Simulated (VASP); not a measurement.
# La (Im-3m) in VASP: further runs

La is run at these levels: LDA; tasks: single point.

All numbers are computed with VASP 6.6.1; they aren't measurements. Logs are shortened: lines on timing, memory, paths and dates and some standing lists are left out, and cuts for length are marked.

**1. The cell of the first run**

Symmetry: Im-3m, No. 229, cubic system. The conventional cell has a = 4.204 Å, b = 4.204 Å, c = 4.204 Å, α = 90.00°, β = 90.00°, γ = 90.00°. La (site symmetry m-3m) has 14 La at 3.64 to 4.20 Å within 4.8 Å.

This isn't the form of La at room conditions, which is double hcp.

**2. Single point, LDA (37.14 Å³/atom)**

File INCAR:

```
  PREC = Accurate
  ENCUT = 520
  EDIFF = 1E-7
  ISMEAR = -1
  SIGMA = 0.1
  LREAL = False
  LASPH = True
  NELM = 100
  ALGO = Normal
  ISIF = 2
  LWAVE = False
  LCHARG = True
  GGA = CA
  LELF = True
  LVHAR = True
  NBANDS = 12
```

File KPOINTS:

```
Automatic mesh
0
Gamma
  12 12 12
```

File POSCAR:

```
La
1.0
   -2.1019005318      2.1019005318      2.1019005318
    2.1019005318     -2.1019005318      2.1019005318
    2.1019005318      2.1019005318     -2.1019005318
La
1
Direct
    0.0000000000      0.0000000000      0.0000000000
```

Potentials or basis: VASP PAW LDA potentials, release 64 (La).

Launch:

```
$ cat potpaw_LDA.64/La/POTCAR > POTCAR
$ mpirun -np 1 vasp_std > vasp.out
```

OUTCAR:

```text
PREC = Accurate
   ENCUT = 520
   EDIFF = 1E-7
   ISMEAR = -1
   LREAL = False
   LASPH = True
   NELM = 100
   ISIF = 2
   GGA = CA

 ion  position               nearest neighbor table
   1  0.000  0.000  0.000-

  LATTYP: Found a body centered cubic cell.
 ALAT       =     4.2038010636

  Lattice vectors:

 A1 = (  -2.1019005318,   2.1019005318,   2.1019005318)
 A2 = (   2.1019005318,  -2.1019005318,   2.1019005318)
 A3 = (   2.1019005318,   2.1019005318,  -2.1019005318)

Analysis of symmetry for initial positions (statically):
=====================================================================
 Subroutine PRICEL returns:
 Original cell was already a primitive cell.

 Routine SETGRP: Setting up the symmetry group for a
 body centered cubic supercell.

 Subroutine GETGRP returns: Found 48 space group operations
 (whereof 48 operations were pure point group operations)
 out of a pool of 48 trial point group operations.

The static configuration has the point symmetry O_h .

Analysis of symmetry for dynamics (positions and initial velocities):
=====================================================================
 Subroutine PRICEL returns:
 Original cell was already a primitive cell.

 Routine SETGRP: Setting up the symmetry group for a
 body centered cubic supercell.

 Subroutine GETGRP returns: Found 48 space group operations
 (whereof 48 operations were pure point group operations)
 out of a pool of 48 trial point group operations.

The dynamic configuration has the point symmetry O_h .

 Subroutine INISYM returns: Found 48 space group operations
 (whereof 48 operations are pure point group operations),
 and found     1 'primitive' translations

----------------------------------------------------------------------------------------

                                     Primitive cell

  volume of cell :      37.1447

  direct lattice vectors                    reciprocal lattice vectors
    -2.101900532  2.101900532  2.101900532     0.000000000  0.237879953  0.237879953
     2.101900532 -2.101900532  2.101900532     0.237879953  0.000000000  0.237879953
     2.101900532  2.101900532 -2.101900532     0.237879953  0.237879953  0.000000000

  length of vectors
     3.640598514  3.640598514  3.640598514     0.336413056  0.336413056  0.336413056

  position of ions in fractional coordinates (direct lattice)
     0.000000000  0.000000000  0.000000000
[... 75 lines left out ...]
   NELM   =    100;   NELMIN=  2; NELMDL= -5     # of ELM steps
   EDIFF  = 0.1E-06   stopping-criterion for ELM
   LREAL  =      F    real-space projection
   EDIFFG = 0.1E-05   stopping-criterion for IOM
   NSW    =      0    number of steps for IOM
   IBRION =     -1    ionic relax: 0-MD 1-quasi-New 2-CG
   NFREE  =      0    steps in history (QN), initial steepest desc. (CG)
   ISIF   =      2    stress and relaxation
   ISYM   =      2    0-nonsym 1-usesym 2-fastsym
   POTIM  = 0.5000    time-step for ionic-motion
   TEBEG  =    0.0;   TEEND  =   0.0 temperature during run
   PSTRESS=    0.0 pullay stress
   NELECT =      11.0000    total number of electrons
   NUPDOWN=      -1.0000    fix difference up-down
   EMIN   =  10.00;   EMAX   =-10.00  energy-range for DOS
   EFERMI =   0.00;   METHOD = LEGACY
   ISMEAR =    -1;   SIGMA  =   0.10  broadening in eV -4-tet -1-fermi 0-gaus
   EFERMI_NEDOS =   21; number of points for ismear=-14 and -15
   IALGO  =     38    algorithm
   IMIX   =      4    mixing-type and parameters
     AMIX     =   0.40;   BMIX     =  1.00
     AMIX_MAG =   1.60;   BMIX_MAG =  1.00
  volume/ion in A,a.u.               =      37.14       250.66
  Fermi-wavevector in a.u.,A,eV,Ry     =   1.091206  2.062081 16.200884  1.190731
  Thomas-Fermi vector in A             =   2.227447
   LORBIT       =      0    0 simple, 1 ext, 2 COOP (PROOUT), +10 PAW based schemes
   GGA     = CA    functional components
   LHFCALC =     F    Hartree Fock is set to
   AEXX    =    0.0000 exact exchange contribution
   IVDW    =     0    specifies the selected vdW correction
   LEPSILON=     F    determine dielectric tensor
   LRPA    =     F    only Hartree local field effects (RPA)
 non-spin polarized calculation
  energy-cutoff  :      520.00
  volume of cell :       37.14
 maximum number of plane-waves:      1048
   NGX = 13   NGY = 13   NGZ = 13

 number of electron      11.0000001 magnetization

 Free energy of the ion-electron system (eV)
  ---------------------------------------------------
  ext. energy  EPLUGINS =         0.00000000
  ---------------------------------------------------
  free energy    TOTEN  =        -5.43793457 eV

  energy without entropy =       -5.35058350  energy(sigma->0) =       -5.39425904

 E-fermi :   7.6443     XC(G=0):  -9.7641

 val. band max:        7.6221100073   @ k =   0.5000   0.5000   0.0833
 cond. band min:       7.6486493770   @ k =   0.2500   0.1667   0.0000
 fundamental gap:      0.0265393697
 Fermi energy:         7.6443335937

 k-point     1 :       0.0000    0.0000    0.0000
  band No.  band energies     occupation
      1     -25.1165      2.00000
      2      -8.0901      2.00000
      3      -8.0901      2.00000
      4      -8.0901      2.00000
      5       4.4522      2.00000
      6       8.9939      0.00000
      7       8.9939      0.00000
      8       8.9939      0.00000
      9       9.1101      0.00000
     10       9.1101      0.00000
     11       9.1101      0.00000
     12       9.7002      0.00000
[... 331 lines left out ...]
 k-point    24 :       0.4167    0.0833    0.0833
  band No.  band energies     occupation
      1     -24.8998      2.00000
      2      -9.4050      2.00000
      3      -8.6059      2.00000
      4      -8.2096      2.00000
      5       6.2933      2.00000
      6       7.4382      1.77409
      7       9.1091      0.00000
      8       9.1295      0.00000
      9       9.3152      0.00000
     10       9.5737      0.00000
     11       9.5779      0.00000
     12       9.6471      0.00000

 [... further k-points ...]
[... 5 lines left out ...]
  --------------------------------------------------------------------------------------
  -------------------------------------------------------------------------------------
  Total       -0.6719073     -0.6719073     -0.6719073      0.0000000     -0.0000000     -0.0000000
  in kB      -28.9816732    -28.9816732    -28.9816732      0.0000000     -0.0000000     -0.0000000
  external PRESSURE =     -28.9816732 kB  Pullay stress =       0.0000000 kB

 VOLUME and BASIS-vectors are now :
 -----------------------------------------------------------------------------
  energy-cutoff  :      520.00
  volume of cell :       37.14
      direct lattice vectors                 reciprocal lattice vectors
    -2.101900532  2.101900532  2.101900532     0.000000000  0.237879953  0.237879953
     2.101900532 -2.101900532  2.101900532     0.237879953  0.000000000  0.237879953
     2.101900532  2.101900532 -2.101900532     0.237879953  0.237879953  0.000000000

 POSITION                                       TOTAL-FORCE (eV/Angst)
 -----------------------------------------------------------------------------------
      0.00000      0.00000      0.00000        -0.000000      0.000000      0.000000
 -----------------------------------------------------------------------------------
    total drift:                                0.000000      0.000000      0.000000

  FREE ENERGIE OF THE ION-ELECTRON SYSTEM (eV)
  ---------------------------------------------------
  free  energy   TOTEN  =        -5.4379345712 eV

  energy  without entropy=       -5.3505835016  energy(sigma->0) =       -5.39425904
```

OSZICAR:

```text
N       E                     dE             d eps       ncg     rms          rms(c)
DAV:   1     0.941171830632E+02    0.94117E+02   -0.37495E+03  1736   0.116E+03
DAV:   2     0.691611694602E+00   -0.93426E+02   -0.89598E+02  2200   0.181E+02
DAV:   3    -0.516102183976E+01   -0.58526E+01   -0.55704E+01  2456   0.747E+01
DAV:   4    -0.544768432293E+01   -0.28666E+00   -0.28080E+00  3160   0.112E+01
DAV:   5    -0.546286335373E+01   -0.15179E-01   -0.15125E-01  2868   0.243E+00    0.208E+00
DAV:   6    -0.544792556167E+01    0.14938E-01   -0.84002E-03  3164   0.549E-01    0.122E+00
DAV:   7    -0.543798185179E+01    0.99437E-02   -0.30830E-03  2920   0.333E-01    0.635E-02
DAV:   8    -0.543791079601E+01    0.71056E-04   -0.24341E-04  3168   0.823E-02    0.201E-02
DAV:   9    -0.543793534184E+01   -0.24546E-04   -0.29698E-05  3148   0.310E-02    0.992E-03
DAV:  10    -0.543793458427E+01    0.75757E-06   -0.21737E-06  3352   0.131E-02    0.320E-03
DAV:  11    -0.543793457122E+01    0.13051E-07   -0.30274E-08  1908   0.155E-03
   1 F= -.54379346E+01 E0= -.53942590E+01  d E =-.873511E-01
```

It took 58 s on 1 thread of AMD EPYC 7R13, shared host; peak memory 0.15 GiB.

What came out:

```
Free energy            : -5.4379 eV
Pressure               : -2.9 GPa
Band gap on the k mesh : zero (an odd number of electrons rules out a gap without spin polarisation)
```

Caveat: spin-orbit coupling is left out, which moves the levels of the heavy elements.

**3. Single point, LDA**

This run uses another cell than the first one, of 33.16 Å³/atom.

File INCAR:

```
SYSTEM = La
PREC     = Accurate       ! precision mode
ENCUT    = 520            ! plane-wave cutoff, eV
EDIFF    = 1E-6           ! SCF threshold, eV
ISMEAR   = -1             ! smearing method
SIGMA    = 0.1            ! smearing width, eV
LREAL    = .False.        ! projectors in reciprocal space
LASPH    = .True.         ! aspherical terms in the spheres
NELM     = 100            ! most SCF steps
ALGO     = Normal         ! electronic algorithm
ISIF     = 2              ! what is computed and relaxed
LWAVE    = .False.        ! write WAVECAR
LCHARG   = .True.         ! write CHGCAR
LELF     = .True.         ! ELF
LVHAR    = .True.       
NBANDS   = 12             ! bands
```

File KPOINTS:

```
regular mesh
0
Gamma
  18 18 18
  0 0 0
```

File POSCAR:

```
La
1.0
   -2.0239797009      2.0239797009      2.0239797009
    2.0239797009     -2.0239797009      2.0239797009
    2.0239797009      2.0239797009     -2.0239797009
La
1
Direct
    0.0000000000      0.0000000000      0.0000000000
```

Potentials or basis: VASP PAW LDA potentials, release 64 (La).

Launch:

```
$ cat potpaw_LDA.64/La/POTCAR > POTCAR
$ mpirun -np 1 vasp_std > vasp.out
```

Run time: 2.5 min. Hardware: 1 thread of AMD EPYC 7R13, shared host; peak memory 0.2 GiB.

The run converged. Its results:

```
Free energy            : -5.4778 eV
Pressure               : 0.0 GPa
Band gap on the k mesh : zero (an odd number of electrons rules out a gap without spin polarisation)
```

Levels at points of the mesh, in eV from the Fermi level:
| k point | band 3 | band 4 | band 5 | band 6 | band 7 | band 8 | band 9 | band 10 |
| --- | --- | --- | --- | --- | --- | --- | --- | --- |
| (0.00, 0.00, 0.00) | -15.32 | -15.32 | -3.05 | 1.50 | 1.50 | 1.50 | 1.60 | 1.60 |
| (0.50, 0.00, 0.00) | -15.91 | -15.36 | -1.96 | -0.31 | 1.52 | 1.71 | 1.94 | 2.26 |
| (0.50, 0.50, 0.50) | -16.60 | -16.60 | -2.19 | -2.19 | 1.68 | 1.92 | 1.92 | 1.92 |

Caveat: spin-orbit coupling is left out, which moves the levels of the heavy elements.
